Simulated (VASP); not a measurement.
Ge: relaxation of cell and atoms with PBEsol+D4

The system is Ge.

```
Ge
1.0
     3.99759    0.00000    0.00000
    -1.99879    3.46201    0.00000
     0.00000    0.00000    6.59938
Ge
4
Direct
  0.33333 0.66667 0.93710
  0.66667 0.33333 0.43710
  0.33333 0.66667 0.56290
  0.66667 0.33333 0.06290
```

```json
{
  "Program": "VASP 6.6.1",
  "Task": "relaxation of cell and atoms",
  "Functional": "PBEsol",
  "Dispersion": "D4",
  "Potentials or basis": "VASP PAW PBE potentials, release 64 (Ge_d)",
  "Cutoff": "600 eV",
  "k mesh": "8 × 8 × 4",
  "Occupations": "fermi-dirac, width 0.05 eV",
  "Spin": "no spin polarisation",
  "Dipole correction": "no",
  "Further INCAR settings": "ALGO = Normal; EDIFF = 1e-06; IBRION = 2; EDIFFG = -0.01; NSW = 60; ISIF = 3"
}
```

| Property | Result |
| --- | --- |
| Relaxed volume | 22.40 Å³/atom |
| Relaxed cell | a = 3.975 Å, b = 3.975 Å, c = 6.549 Å, α = 90.00°, β = 90.00°, γ = 120.00° |
| Space group after relaxing (to 0.05 Å) | P6_3/mmc (No. 194) |
| Energy gained by relaxing | 1.9 meV/atom |
| Ionic steps | 5 |
| Pressure after relaxing | 0.0 GPa |
| Largest force after relaxing | 0.003 eV/Å |
| Band gap on the k mesh | zero (band 28 reaches 5.14 eV, above the bottom of band 29 at 5.12 eV) |
| Dispersion energy per atom | -0.189 eV |

Forces on the atoms (eV/Å):
```
Ge   0.000  0.000  0.003
Ge   0.000  0.000  0.003
Ge   0.000  0.000 -0.003
Ge   0.000  0.000 -0.003
```

Step by step:
| step | energy change (eV) | largest force (eV/Å) | pressure (GPa) | volume (Å³) |
| --- | --- | --- | --- | --- |
| 1 | 0.0000 | 0.0031 | -1.32 | 91.33 |
| 2 | -0.0063 | 0.0184 | 0.41 | 88.87 |
| 3 | -0.0075 | 0.0122 | 0.05 | 89.54 |
| 4 | -0.0074 | 0.0117 | -0.08 | 89.60 |
| 5 | -0.0075 | 0.0033 | 0.00 | 89.59 |

Final structure:
```xyz
4
Lattice="3.9746 0.0000 0.0000 -1.9873 3.4421 0.0000 0.0000 0.0000 6.5487" Properties=species:S:1:pos:R:3 pbc="T T T"
Ge    0.0000    2.2947    6.1372
Ge    1.9873    1.1474    2.8629
Ge    0.0000    2.2947    3.6858
Ge    1.9873    1.1474    0.4115
```

Levels at points of the mesh, in eV from the Fermi level:
| k point | band 25 | band 26 | band 27 | band 28 | band 29 | band 30 | band 31 | band 32 |
| --- | --- | --- | --- | --- | --- | --- | --- | --- |
| (0.00, 0.00, 0.00) | -1.58 | -0.21 | -0.16 | 0.07 | 0.07 | 0.09 | 2.18 | 2.18 |
| (0.50, 0.00, 0.00) | -4.76 | -3.20 | -2.96 | -1.53 | 0.38 | 1.62 | 3.45 | 3.63 |
| (0.00, 0.00, 0.50) | -0.94 | -0.94 | -0.94 | -0.94 | 0.64 | 0.64 | 3.31 | 3.31 |
| (0.50, 0.00, 0.50) | -2.65 | -2.65 | -2.53 | -2.53 | 0.43 | 0.43 | 1.99 | 1.99 |

Run time: 4.1 min on 1 thread of Intel(R) Xeon(R) 6975P-C (Granite Rapids) (shared host), peak memory 0.26 GiB.

Caveat: the PAW data sets were made with another functional, which shifts forces and pressure a little; pairwise dispersion overbinds metals, which lowers pressure and volume.
